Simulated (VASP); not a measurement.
**Be2C: single point with PBEsol**

The system is Be2C.

```
CELL_PARAMETERS angstrom
0.00000 2.14313 2.14313
2.14313 0.00000 2.14313
2.14313 2.14313 0.00000
ATOMIC_POSITIONS crystal
Be 0.25000 0.25000 0.25000
Be 0.75000 0.75000 0.75000
C 0.00000 0.00000 0.00000
```

* Program: VASP 6.6.1
* Task: single point
* Functional: PBEsol
* Potentials or basis: VASP PAW PBE potentials, release 64 (Be, C)
* Cutoff: 600 eV
* k mesh: 7 × 7 × 7
* Occupations: fermi-dirac, width 0.01 eV
* Spin: no spin polarisation

```
Pressure               : 4.2 GPa
Band gap on the k mesh : 1.31 eV, indirect (least direct gap 4.14 eV)
```

Levels at points of the mesh, in eV from the valence-band top:
| k point | band 1 | band 2 | band 3 | band 4 | band 5 | band 6 | band 7 | band 8 | band 9 |
| --- | --- | --- | --- | --- | --- | --- | --- | --- | --- |
| (0.00, 0.00, 0.00) | -15.26 | 0.00 | 0.00 | 0.00 | 4.14 | 4.14 | 4.14 | 7.04 | 13.32 |

It took 4 s on 1 thread of Intel(R) Xeon(R) Platinum 8559C (Emerald Rapids) (shared host), peak memory 0.13 GiB.

Caveat: the PAW data sets were made with another functional, which shifts forces and pressure a little. Expect the measured gap to be larger: semilocal functionals such as PBEsol lack the derivative discontinuity.
